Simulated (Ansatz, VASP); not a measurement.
**Ti: VASP beside Ansatz**

```
CELL_PARAMETERS angstrom
4.62810 0.00000 0.00000
-2.31405 4.00806 0.00000
0.00000 0.00000 2.86303
ATOMIC_POSITIONS crystal
Ti 0.00000 0.00000 0.00000
Ti 0.33333 0.66667 0.50000
Ti 0.66667 0.33333 0.50000
```

Alike in both runs: task single point; functional r2SCAN; k mesh 9 × 9 × 13; occupations fermi-dirac, width 0.1 eV; no spin polarisation.

```csv
,VASP,Ansatz
version,VASP 6.6.1,Ansatz 0.2.0
potentials or method,"VASP PAW PBE potentials, release 64 (Ti_sv), cutoff 520 eV","plane waves (500 eV) with PAW, scalar-relativistic"
valence electrons in the cell,36,36
```

```tsv
	VASP	Ansatz	Ansatz less VASP
pressure (GPa)	-3.9	-4.3	-0.40
traceless stress, the component that is largest in VASP (GPa)	-0.21	-0.17	+0.043
```

VASP's potentials were made for PBE, not for r2SCAN. With one functional, cell and mesh, what is left measures potentials, basis and numerics.
